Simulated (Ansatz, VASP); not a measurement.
## BN: VASP beside Ansatz

```
CELL_PARAMETERS angstrom
2.55394 0.00000 0.00000
-1.27697 2.21178 0.00000
0.00000 0.00000 4.22685
ATOMIC_POSITIONS crystal
B 0.72907 0.37901 0.02363
B 0.39573 0.71235 0.52363
N 0.66667 0.33333 0.62528
N 0.33333 0.66667 0.12528
```

Change from the starting cell: all B atoms moved +0.175 Å, as atom 1 along Cartesian [1 1 1].

Alike in both runs: task single point; functional PBE; k mesh 12 × 12 × 6; occupations gaussian, width 0.05 eV; no spin polarisation.

|  | VASP | Ansatz |
| --- | --- | --- |
| version | VASP 6.6.1 | Ansatz 0.2.0 |
| potentials or method | VASP PAW PBE potentials, release 64 (B, N), cutoff 520 eV | scalar-relativistic, plane waves, PAW |
| valence electrons in the cell | 16 | 16 |

VASP gave:

```
gap on the k mesh at the Fermi level (eV)                     : 4.90
least direct gap on the mesh (eV)                             : 6.90
pressure (GPa)                                                : 10.9
traceless stress, the component that is largest in VASP (GPa) : 4.33
rms of the force components (eV/Å)                            : 2.768
```

Which values does Ansatz return?

gap on the k mesh at the Fermi level (eV): 4.90; least direct gap on the mesh (eV): 6.90; pressure (GPa): 10.8; traceless stress, the component that is largest in VASP (GPa): 4.38; rms of the force components (eV/Å): 2.761.

Atom by atom the forces differ by 0.008 eV/Å (rms over components).
